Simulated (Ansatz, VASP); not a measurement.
# RbBr: VASP beside Ansatz

File INCAR:

```
SYSTEM = RbBr
PREC     = Accurate       ! precision mode
ENCUT    = 520            ! plane-wave cutoff, eV
EDIFF    = 1E-6           ! SCF threshold, eV
ISMEAR   = 0              ! smearing method
SIGMA    = 0.05           ! smearing width, eV
LREAL    = .False.        ! projectors in reciprocal space
LASPH    = .True.         ! aspherical terms in the spheres
NELM     = 60             ! most SCF steps
ALGO     = Normal         ! electronic algorithm
ISIF     = 2              ! what is computed and relaxed
LWAVE    = .False.        ! write WAVECAR
LCHARG   = .False.        ! write CHGCAR
GGA      = PE             ! functional
NBANDS   = 15             ! bands
```

File KPOINTS:

```
regular mesh
0
Gamma
  6 6 6
  0 0 0
```

The input POSCAR:

```
RbBr
1.0
    4.1929021031      0.0000000000      0.0000000000
    0.0000000000      4.1929021031      0.0000000000
    0.0000000000      0.0000000000      4.1929021031
Rb Br
1 1
Direct
   -0.1157227195      0.0000000000      0.0000000000
    0.6237806148      0.5000000000      0.5000000000
```

Input for Ansatz:

```yaml
crystal:
  lattice:
    - [4.1929021031, 0.0, 0.0]
    - [0.0, 4.1929021031, 0.0]
    - [0.0, 0.0, 4.1929021031]
  atoms:
    - { symbol: Rb, position: [-0.1157227195, 0.0, 0.0] }
    - { symbol: Br, position: [0.6237806148, 0.5, 0.5] }
basis:
  ecutwfc: 420
kpoints:
  mp_grid: { grid: [6, 6, 6] }
hamiltonian:
  xc: pbe
  pseudopotentials: { kind: paw }
scf:
  occupations: { method: gaussian, width: 0.05 }
output:
  forces: true
  stress: true
  eigenvalues: true
  write_density: true
  write_potential: true
  elf: true
  volumetric_format: npy
```

Change from the starting cell: mode 4 frozen in at -0.519 Å, equal normal strain along x and y +0.0000.

Alike in both runs: task single point; functional PBE; k mesh 6 × 6 × 6; occupations gaussian, width 0.05 eV; no spin polarisation.

|  | VASP | Ansatz |
| --- | --- | --- |
| version | VASP 6.6.1 | Ansatz 0.2.0 |
| potentials or method | VASP PAW PBE potentials, release 64 (Rb_sv, Br), cutoff 520 eV | scalar-relativistic, plane waves, PAW |
| valence electrons in the cell | 16 | 16 |

Ansatz gave:

```
gap on the k mesh at the Fermi level (eV)                     : 3.94
least direct gap on the mesh (eV)                             : 4.16
pressure (GPa)                                                : 3.8
traceless stress, the component that is largest in VASP (GPa) : -1.89
rms of the force components (eV/Å)                            : 0.385
```

Which values does VASP return?

gap on the k mesh at the Fermi level (eV): 3.94; least direct gap on the mesh (eV): 4.16; pressure (GPa): 3.8; traceless stress, the component that is largest in VASP (GPa): -1.93; rms of the force components (eV/Å): 0.390.

Atom by atom the forces differ by 0.005 eV/Å (rms over components). With one functional, cell and mesh, what is left measures potentials, basis and numerics.
